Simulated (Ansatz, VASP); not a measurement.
**Cd4SbO in VASP and in Ansatz**

INCAR

```
SYSTEM = Cd4SbO
PREC = Accurate ; ENCUT = 600
EDIFF = 1E-7 ; ISMEAR = 0
SIGMA = 0.1 ; LREAL = .FALSE.
LASPH = .TRUE. ; NELM = 100
ALGO = Fast ; ISIF = 3
LWAVE = .FALSE. ; LCHARG = .FALSE.
GGA = PE ; IBRION = 2
NSW = 90 ; EDIFFG = -0.04
```

The input KPOINTS:

```
Automatic mesh
0
G
  4 4 4
  0 0 0
```

File POSCAR:

```
Cd4SbO
1.0
    0.0000000000      4.2129099600      4.2129099600
    4.2129099600      0.0000000000      4.2129099600
    4.2129099600      4.2129099600      0.0000000000
Cd Sb O
4 1 1
Direct
    0.1347715900      0.1347715900      0.1347715900
    0.1347715900      0.1347715900      0.5956852400
    0.1347715900      0.5956852400      0.1347715900
    0.5956852400      0.1347715900      0.1347715900
    0.7500000000      0.7500000000      0.7500000000
    0.5000000000      0.5000000000      0.5000000000
```

Input for Ansatz:

```yaml
crystal:
  lattice:
    - [0.0, 4.21290996, 4.21290996]
    - [4.21290996, 0.0, 4.21290996]
    - [4.21290996, 4.21290996, 0.0]
  atoms:
    - { symbol: Cd, position: [0.13477159, 0.13477159, 0.13477159] }
    - { symbol: Cd, position: [0.13477159, 0.13477159, 0.59568524] }
    - { symbol: Cd, position: [0.13477159, 0.59568524, 0.13477159] }
    - { symbol: Cd, position: [0.59568524, 0.13477159, 0.13477159] }
    - { symbol: Sb, position: [0.75, 0.75, 0.75] }
    - { symbol: O, position: [0.5, 0.5, 0.5] }
basis:
  ecutwfc: 420
kpoints:
  mp_grid: { grid: [4, 4, 4] }
hamiltonian:
  xc: pbe
scf:
  occupations: { method: gaussian, width: 0.1 }
  lower_state_search: "off"
output:
  forces: true
  stress: true
  eigenvalues: true
relax:
  adjacent_minimum: "off"
  f_tol: 0.04
  max_steps: 70
  cell: { stress_tol: 0.4 }
```

Alike in both runs: task relaxation of cell and atoms; functional PBE; k mesh 4 × 4 × 4; occupations gaussian, width 0.1 eV; no spin polarisation.

|  | VASP | Ansatz |
| --- | --- | --- |
| version | VASP 6.6.1 | Ansatz 0.2.0 |
| potentials or method | VASP PAW PBE potentials, release 64 (Cd, Sb, O), cutoff 600 eV | scalar-relativistic, plane waves, PAW |
| valence electrons in the cell | 59 | 101 |

```csv
,VASP,Ansatz,Ansatz less VASP
"gap on the k mesh at the Fermi level, each at its own relaxed structure (eV)",none,none,-
relaxed volume (Å³/atom),21.95,21.94,-0.018
relaxed length of the cell vector where the two differ most in proportion (Å),5.711,5.710,-0.0015
```

A gap of «none» marks a metal or a gap that the smearing closes. VASP's potentials hold 59 valence electrons a cell and Ansatz's 101, so a difference there can come from the potentials and not from the codes.

Neither program's run includes spin-orbit coupling.
